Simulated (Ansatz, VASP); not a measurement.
# One calculation of InGaAs2, two programs

Contents of POSCAR:

```
InGaAs2
1.0
    3.9456180596      0.0000000000      0.0000000000
    0.0000000000      3.9456180596      0.0000000000
    0.0000000000      0.0000000000      5.6261874985
In Ga As
1 1 2
Direct
    0.0000000000      0.0000000000      0.5000000000
    0.5000000000      0.5000000000      0.0000000000
    0.5000000000      0.0000000000      0.7698871174
    0.0000000000      0.5000000000      0.2301128826
```

File INCAR.step1:

```
ALGO = Normal
EDIFF = 1E-4
ENCUT = 520
GGA = PE
ISMEAR = 0
LASPH = T
LCHARG = F
LREAL = F
LWAVE = T
NBANDS = 26
NELM = 80
PREC = Accurate
SIGMA = 0.03
```

INCAR.step2

```
ALGO = Normal
EDIFF = 1E-6
ENCUT = 520
ISIF = 2
ISMEAR = 0
ISTART = 1
LASPH = T
LCHARG = F
LMIXTAU = T
LREAL = F
LWAVE = F
METAGGA = R2SCAN
NBANDS = 26
NELM = 80
PREC = Accurate
SIGMA = 0.03
```

File KPOINTS:

```
k-points
0
Gamma
  8 8 6
```

Input for Ansatz:

```yaml
crystal:
  lattice:
    - [3.9456180596, 0.0, 0.0]
    - [0.0, 3.9456180596, 0.0]
    - [0.0, 0.0, 5.6261874985]
  atoms:
    - { symbol: In, position: [0.0, 0.0, 0.5] }
    - { symbol: Ga, position: [0.5, 0.5, 0.0] }
    - { symbol: As, position: [0.5, 0.0, 0.7698871174] }
    - { symbol: As, position: [0.0, 0.5, 0.2301128826] }
basis:
  ecutwfc: 500
kpoints:
  mp_grid: { grid: [8, 8, 6] }
hamiltonian:
  xc: r2scan
scf:
  occupations: { method: gaussian, width: 0.03 }
output:
  forces: true
  stress: true
  eigenvalues: true
```

Change from the starting cell: strain -0.050 along x and y, -0.050 along z, atoms carried along.

Alike in both runs: task single point; functional r2SCAN; k mesh 8 × 8 × 6; occupations gaussian, width 0.03 eV; no spin polarisation.

|  | VASP | Ansatz |
| --- | --- | --- |
| version | VASP 6.6.1 | Ansatz 0.2.0 |
| potentials or method | VASP PAW PBE potentials, release 64 (In_d, Ga_d, As), cutoff 520 eV | scalar-relativistic, plane waves, PAW |
| valence electrons in the cell | 36 | 56 |

|  | VASP | Ansatz | Ansatz less VASP |
| --- | --- | --- | --- |
| gap on the k mesh at the Fermi level (eV) | 1.21 | 1.22 | +0.010 |
| least direct gap on the mesh (eV) | 1.21 | 1.22 | +0.010 |
| pressure (GPa) | 14.1 | 14.0 | -0.10 |
| traceless stress, the component that is largest in VASP (GPa) | 0.18 | 0.20 | +0.016 |
| rms of the force components (eV/Å) | 0.078 | 0.083 | +0.0044 |

VASP's potentials were made for PBE, not for r2SCAN. Atom by atom the forces differ by 0.004 eV/Å (rms over components). With one functional, cell and mesh, what is left measures potentials, basis and numerics. VASP's potentials hold 36 valence electrons a cell and Ansatz's 56, so a difference there can come from the potentials and not from the codes.
